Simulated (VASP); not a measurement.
Here is a VASP 6.6.1 calculation.

POSCAR

```
BeB15N15
1.0
   -3.6241103844      3.6241103844     -3.6241103844
    3.6241103844      3.6241103844      3.6241103844
    3.6241103844     -3.6241103844     -3.6241103844
B Be N
15 1 15
Direct
   -0.0016626435     -0.0023632141     -0.0365544443
    0.0029882431      0.2500875897      0.7484068699
    0.0029684728      0.4976064978      0.5009898409
   -0.0016830175      0.7125089630      0.2485113368
    0.2507960674      0.0022751352      0.7484872934
    0.2507541377      0.4975570772      0.2531630065
    0.2441141621      0.7470042424     -0.0020852136
    0.4982495125      0.0022037191      0.5009968420
    0.4982489260      0.2500380972      0.2531260238
    0.4977065351      0.4969968189      0.0018100599
    0.4976755841      0.7508609056      0.7479009996
    0.7132814334     -0.0024161329      0.2485011802
    0.7477522931      0.2433581934     -0.0020586191
    0.7516068219      0.4969792021      0.7479179547
    0.7477196778      0.7469848133      0.4942786166
    0.2702004800      0.2694596419      0.5203801070
   -0.0020265131      0.2462114753      0.0017890807
    0.0022379426      0.4997222242      0.7506515002
   -0.0020404542      0.7508335608      0.4971397879
    0.2469277563     -0.0027454400      0.0017611934
    0.2483844167      0.2476775263      0.7612994033
    0.2483381594      0.5103626661      0.4986413093
    0.2469246079      0.7508315903      0.2481880678
    0.5004401605      0.0014768828      0.7506143246
    0.5110500190      0.2476010164      0.4985806131
    0.5004365365      0.4996992755      0.2524355639
    0.5010296569      0.7500047639      0.0009560619
    0.7515437525     -0.0027877996      0.4970980274
    0.7515479490      0.2462052949      0.2481498284
    0.7507291728      0.5003621028      0.0009293485
    0.7506994687      0.7499813608      0.7512478472
```

The input INCAR.step1:

```
PREC = Accurate
ENCUT = 520
ISMEAR = -1
SIGMA = 0.01
LREAL = Auto
LASPH = T
NELM = 150
ALGO = Normal
ISIF = 2
LWAVE = T
LCHARG = F
ISPIN = 2
MAGMOM = 0.05 0 0 0.05 0 0 0 0 0 0 0 0.05 0 0 0 0.02 0 0 0 0 0 0 0 0 0 0 0.01 0 0 0.01 0.01
LORBIT = 11
NUPDOWN = 1.0
GGA = PE
EDIFF = 1E-5
NELECT = 121.0
NBANDS = 86
```

Contents of INCAR.step2:

```
PREC = Accurate
ENCUT = 520
EDIFF = 1E-8
ISMEAR = -1
SIGMA = 0.01
LREAL = Auto
LASPH = T
NELM = 150
ALGO = Normal
ISIF = 2
LWAVE = F
LCHARG = F
ISPIN = 2
MAGMOM = 0.05 0 0 0.05 0 0 0 0 0 0 0 0.05 0 0 0 0.02 0 0 0 0 0 0 0 0 0 0 0.01 0 0 0.01 0.01
LORBIT = 11
NUPDOWN = 1.0
GGA = PE
LHFCALC = T
HFSCREEN = 0.2079
PRECFOCK = Fast
LEFG = T
ISTART = 1
NELECT = 121.0
NBANDS = 86
```

Contents of KPOINTS:

```
Automatic mesh
0
Gamma
  1 1 1
  0.25 0.25 0.25
```

Potentials or basis: VASP PAW PBE potentials, release 64 (B, Be, N).

Command:

```bash
$ cat potpaw_PBE.64/B/POTCAR potpaw_PBE.64/Be/POTCAR potpaw_PBE.64/N/POTCAR > POTCAR
$ cp INCAR.step1 INCAR
$ mpirun -np 1 vasp_std > vasp.out
$ cp INCAR.step2 INCAR
$ mpirun -np 1 vasp_std > vasp.out
```

Q: Predict the largest force.

A: 0.105 eV/Å.

Forces in eV/Å, atoms in the order of the input:
```
B   -0.066  0.045  0.062
B    0.038 -0.027 -0.012
B    0.032  0.000  0.014
B   -0.057 -0.062 -0.053
B    0.005 -0.017 -0.033
B    0.010  0.031  0.008
B   -0.003 -0.005  0.001
B   -0.018  0.014 -0.031
B   -0.011  0.031 -0.015
B    0.026 -0.015 -0.026
B    0.026  0.025  0.012
B    0.059 -0.062  0.061
B   -0.001 -0.002  0.015
B   -0.015  0.024 -0.022
B    0.002 -0.010  0.001
Be   0.061  0.055 -0.058
N   -0.037  0.036  0.028
N    0.001 -0.013  0.019
N   -0.035 -0.020 -0.030
N   -0.027  0.031  0.034
N    0.028 -0.009 -0.034
N    0.019  0.045  0.015
N   -0.029 -0.033 -0.028
N   -0.004 -0.015 -0.003
N   -0.013  0.044 -0.031
N   -0.011  0.000  0.017
N    0.023 -0.030  0.037
N    0.035 -0.020  0.032
N    0.032 -0.035  0.021
N   -0.038 -0.039 -0.034
N   -0.033  0.035  0.033
```

Caveat: the k points lie up to 1.23 Å⁻¹ apart; the cell carries a net charge on a neutralising background, which shifts energy and pressure; without QUAD_EFG the Cq values of the log hold for a quadrupole moment of 1 mb, not for the nuclei; the PAW data sets were made with another functional, which shifts forces and pressure a little; the total moment is fixed, so each spin has its own Fermi level.
